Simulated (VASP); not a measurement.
Wanted: the native input for a VASP 6.6.1 run.

```
Task                               : single point
Functional                         : HSE06
Potentials or basis                : VASP PAW PBE potentials, release 64 (Si)
Cutoff                             : 520 eV
k mesh                             : 6 × 6 × 6
Occupations                        : gaussian, width 0.01 eV
Spin                               : no spin polarisation
Dipole correction                  : no
Grid for exact exchange (PRECFOCK) : Normal
Further INCAR settings             : ALGO = Normal; EDIFF = 1e-06; NBANDS = 11
Share of exact exchange            : 0.25
Screening parameter                : 0.2079 1/Å
```

Crystal: Si.

```xyz
2
Lattice="0.0000 2.8038 2.8038 2.8038 0.0000 2.8038 2.8038 2.8038 0.0000" Properties=species:S:1:pos:R:3 pbc="T T T"
Si    0.0000    0.0000    0.0000
Si    1.4019    1.4019    1.4019
```

This cell differs from its parent crystal: strain +3.0%.

These files were run (other wordings do the same):

POSCAR

```
Si
1.0
    0.0000000000      2.8037824625      2.8037824625
    2.8037824625      0.0000000000      2.8037824625
    2.8037824625      2.8037824625      0.0000000000
Si
2
Direct
    0.0000000000      0.0000000000      0.0000000000
    0.2500000000      0.2500000000      0.2500000000
```

INCAR.step1

```
SYSTEM = Si
  PREC = Accurate
  ENCUT = 520
  EDIFF = 1E-5
  ISMEAR = 0
  SIGMA = 0.01
  LREAL = .FALSE.
  LASPH = .TRUE.
  NELM = 100
  ALGO = Normal
  ISIF = 2
  LWAVE = .TRUE.
  NBANDS = 11
  GGA = PE
```

INCAR.step2

```
SYSTEM = Si
  PREC = Accurate
  ENCUT = 520
  EDIFF = 1E-6
  ISMEAR = 0
  SIGMA = 0.01
  LREAL = .FALSE.
  LASPH = .TRUE.
  NELM = 100
  ALGO = Normal
  ISIF = 2
  LWAVE = .FALSE.
  LCHARG = .TRUE.
  GGA = PE
  LHFCALC = .TRUE.
  HFSCREEN = 0.2079
  PRECFOCK = Normal
  LELF = .TRUE.
  LVHAR = .TRUE.
  NBANDS = 11
  ISTART = 1
```

KPOINTS

```
regular mesh
0
G
  6 6 6
  0 0 0
```

Potentials or basis: VASP PAW PBE potentials, release 64 (Si).

Command:

```console
$ cat potpaw_PBE.64/Si/POTCAR > POTCAR
$ cp INCAR.step1 INCAR
$ mpirun -np 1 vasp_std > vasp.out
$ cp INCAR.step2 INCAR
$ mpirun -np 1 vasp_std > vasp.out
```

Results of the run:

| Quantity | Value |
| --- | --- |
| Pressure | -7.6 GPa |
| Band gap on the k mesh | 1.43 eV (least direct gap 3.08 eV) |

Caveat: the cell differs from its parent crystal (strain +3.0%); the cell stands under tension; the PAW data sets were made with another functional, which shifts forces and pressure a little.

It took 28 min on 1 thread of AMD EPYC 7571 (shared host), peak memory 0.24 GiB.
